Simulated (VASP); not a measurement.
A run of VASP 6.6.1 is set up as follows.

The input POSCAR:

```
BP
1.0
    0.0000000000      2.0215509557      2.8584730513
    2.0215509557      0.0000000000      2.8584730513
    2.0215509557      2.0215509557      0.0000000000
B P
1 1
Direct
    0.0000000000      0.0000000000      0.0000000000
    0.7500000000      0.7500000000      0.7500000000
```

Contents of INCAR.step1:

```
SYSTEM = BP
PREC = Accurate
ENCUT = 520
ISMEAR = 0
SIGMA = 0.05
LREAL = .FALSE.
LASPH = .TRUE.
NELM = 60
NBANDS = 11
GGA = PE
ALGO = Normal
EDIFF = 1E-4
LWAVE = .TRUE.
LCHARG = .FALSE.
```

The input INCAR.step2:

```
SYSTEM = BP
PREC = Accurate
ENCUT = 520
EDIFF = 1E-6
ISMEAR = 0
SIGMA = 0.05
LREAL = .FALSE.
LASPH = .TRUE.
NELM = 60
ALGO = Normal
ISIF = 2
LWAVE = .FALSE.
LCHARG = .FALSE.
METAGGA = R2SCAN
LMIXTAU = .TRUE.
NBANDS = 11
ISTART = 1
```

File KPOINTS:

```
Automatic mesh
0
G
  12 12 12
  0 0 0
```

Potentials or basis: VASP PAW PBE potentials, release 64 (B, P).

Command:

```console
$ cat potpaw_PBE.64/B/POTCAR potpaw_PBE.64/P/POTCAR > POTCAR
$ cp INCAR.step1 INCAR
$ mpirun -np 1 vasp_std > vasp.out
$ cp INCAR.step2 INCAR
$ mpirun -np 1 vasp_std > vasp.out
```

Task: What does it give for the pressure?

Result: -1.9 GPa.

Task: Estimate the band gap on the k mesh.

Result: Zero (bands 4 and 5 overlap by 1.54 eV).

Stress tensor (GPa, compression positive):
```
 32.03   0.00   0.00
  0.00  32.03   0.00
  0.00   0.00 -69.73
```

Caveat: the stress differs along the axes, from -70 to 32 GPa; the PAW data sets were made with another functional, which shifts forces and pressure a little.
